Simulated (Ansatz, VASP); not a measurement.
One calculation of WS, two programs

The input POSCAR:

```
WS
1.0
    3.1236202295      0.0000000000      0.0000000000
    0.0000000000      3.1236202295      0.0000000000
    0.0000000000      0.0000000000      3.1236202295
W S
1 1
Direct
    0.0000000000      0.0000000000      0.0000000000
    0.5000000000      0.5000000000      0.5000000000
```

INCAR.step1

```
ALGO = Normal
EDIFF = 1E-4
ENCUT = 600
GGA = PE
ISMEAR = 0
LASPH = T
LCHARG = F
LDAU = T
LDAUJ = 0 0
LDAUL = 2 -1
LDAUTYPE = 2
LDAUU = 6.2 0
LMAXMIX = 4
LREAL = F
LWAVE = T
NELM = 150
PREC = Accurate
SIGMA = 0.1
```

Contents of INCAR.step2:

```
ALGO = Normal
EDIFF = 1E-7
EDIFFG = -0.01
ENCUT = 600
IBRION = 2
ISIF = 3
ISMEAR = 0
ISTART = 1
LASPH = T
LCHARG = F
LDAU = T
LDAUJ = 0 0
LDAUL = 2 -1
LDAUPRINT = 1
LDAUTYPE = 2
LDAUU = 6.2 0
LMAXMIX = 4
LMIXTAU = T
LREAL = F
LWAVE = F
METAGGA = R2SCAN
NELM = 150
NSW = 80
PREC = Accurate
SIGMA = 0.1
```

The input KPOINTS:

```
k-points
0
Gamma
  14 14 14
```

Input for Ansatz:

```yaml
crystal:
  lattice:
    - [3.1236202295, 0.0, 0.0]
    - [0.0, 3.1236202295, 0.0]
    - [0.0, 0.0, 3.1236202295]
  atoms:
    - { symbol: W, position: [0.0, 0.0, 0.0] }
    - { symbol: S, position: [0.5, 0.5, 0.5] }
basis:
  ecutwfc: 500
kpoints:
  mp_grid: { grid: [14, 14, 14] }
hamiltonian:
  xc: r2scan
  hubbard: { sites: [{ species: W, l: d, u_eff: 6.2 }] }
scf:
  occupations: { method: gaussian, width: 0.1 }
output:
  forces: true
  stress: true
  eigenvalues: true
relax:
  adjacent_minimum: "off"
  f_tol: 0.01
  max_steps: 60
  cell: { stress_tol: 0.05 }
```

Alike in both runs: task relaxation of cell and atoms; functional r2SCAN; k mesh 14 × 14 × 14; occupations gaussian, width 0.1 eV; no spin polarisation; Hubbard terms W d U = 6.2 eV.

|  | VASP | Ansatz |
| --- | --- | --- |
| version | VASP 6.6.1 | Ansatz 0.2.0 |
| potentials or method | VASP PAW PBE potentials, release 64 (W_sv, S), cutoff 600 eV | scalar-relativistic, plane waves, PAW |
| valence electrons in the cell | 20 | 20 |

```csv
,VASP,Ansatz,Ansatz less VASP
relaxed volume (Å³/atom),14.07,17.20,+3.134
relaxed length of the cell vector where the two differ most in proportion (Å),3.041,3.252,+0.2109
```

VASP's potentials were made for PBE, not for r2SCAN. The programs project onto different local orbitals, so the same U acts differently, and such runs can settle in different states. Ansatz's warnings: filled band counts differ across k points.

Spin-orbit coupling is off throughout.
